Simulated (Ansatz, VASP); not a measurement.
# HfN: VASP beside Ansatz

```xyz
2
Lattice="0.0000 2.3033 2.3033 2.3033 0.0000 2.3033 2.3033 2.3033 0.0000" Properties=species:S:1:pos:R:3 pbc="T T T"
Hf    0.0000    0.0000    0.0000
N     2.3033    2.3033    2.3033
```

Change from the starting cell: volume scaled by 1.06, crystal datasets.

Alike in both runs: task electric field gradients; functional PBEsol; k mesh 10 × 10 × 10; occupations fermi-dirac, width 0.01 eV; no spin polarisation.

```csv
,VASP,Ansatz
version,VASP 6.6.1,Ansatz 0.2.0
potentials or method,"VASP PAW PBE potentials, release 64 (Hf_pv, N), cutoff 520 eV","all-electron PAW with datasets made for the crystal, scalar-relativistic"
```

VASP gave:

```
pressure (GPa) : -18.9
```

**Question.** Which values does Ansatz return?

**Answer.** Pressure (GPa): -16.9.

VASP's potentials were made for PBE, not for PBEsol. Ansatz ran all-electron here, and VASP with PAW potentials.

Neither program's run includes spin-orbit coupling.
